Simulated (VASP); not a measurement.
Input of a VASP 6.6.1 run:

File INCAR:

```
  PREC = Accurate
  ENCUT = 600
  EDIFF = 1E-6
  ISMEAR = 0
  SIGMA = 0.1
  LREAL = F
  LASPH = T
  NELM = 120
  ALGO = Normal
  ISIF = 2
  LWAVE = F
  LCHARG = T
  GGA = PE
  LELF = T
  LVHAR = T
  NBANDS = 95
  GGA_COMPAT = F
```

Contents of KPOINTS:

```
Automatic mesh
0
Gamma
  2 4 4
```

POSCAR

```
Hf6Al2O15
1.0
   10.5873506334      0.3773309160     -0.6144414502
    0.1809048112      5.1272392519      0.1669933914
   -0.2962268424      0.1679250403      5.1629943833
Al Hf O
2 6 15
Direct
   -0.0024342230      0.1293469179      0.2614252101
    0.2465329516      0.3576495871      0.6124523744
    0.5127961398      0.3237642617      0.2142804566
    0.7424232014      0.2517479851      0.7924114219
    0.2703675259      0.8084554455      0.0842360658
    0.7473360590      0.7558574316      0.2941249957
    0.4841161610      0.8412077609      0.6642223399
    0.9780348275      0.6712214945      0.8071182895
    0.6489328053      0.0408432726      0.4781669304
    0.0803744100     -0.0996043872      1.0807879654
    0.5799800172      0.0521381100      0.9476552104
    0.3415049545      0.5501190916      0.4112701458
    0.8411840545      0.4789143951      0.5510171611
    0.4183541791      0.5861133915      0.9353339214
    0.9151087283      0.3662153939      1.0210898338
    0.1707135469      0.5679461989      0.8240615547
    0.6701252376      0.4869789614      1.0517285801
    0.1127704462      0.2894540457      0.4234098830
    0.5944227766      0.5458118714      0.5094488657
    0.3991455763      1.0330314924      0.3210750834
    0.9156298476      0.9309697188      0.4783341626
    0.3204777876      1.0641536951      0.7935538807
    0.8281667090      0.8963092643      0.9675284077
```

Potentials or basis: VASP PAW PBE potentials, release 64 (Al, Hf_pv, O).

Launch:

```console
$ cat potpaw_PBE.64/Al/POTCAR potpaw_PBE.64/Hf_pv/POTCAR potpaw_PBE.64/O/POTCAR > POTCAR
$ mpirun -np 1 vasp_std > vasp.out
```

Question: Estimate the band gap on the k mesh.

Answer: 4.11 eV (least direct gap 4.12 eV).

Question: Predict the largest force.

Answer: 0.182 eV/Å.

Question: Estimate the pressure.

Answer: -2.4 GPa.

Stress tensor (GPa, compression positive):
```
-2.55 -0.09 -0.12
-0.09 -2.36  0.07
-0.12  0.07 -2.43
```

Caveat: spin-orbit coupling is left out, which moves the levels of the heavy elements. A k mesh can miss the band edges.
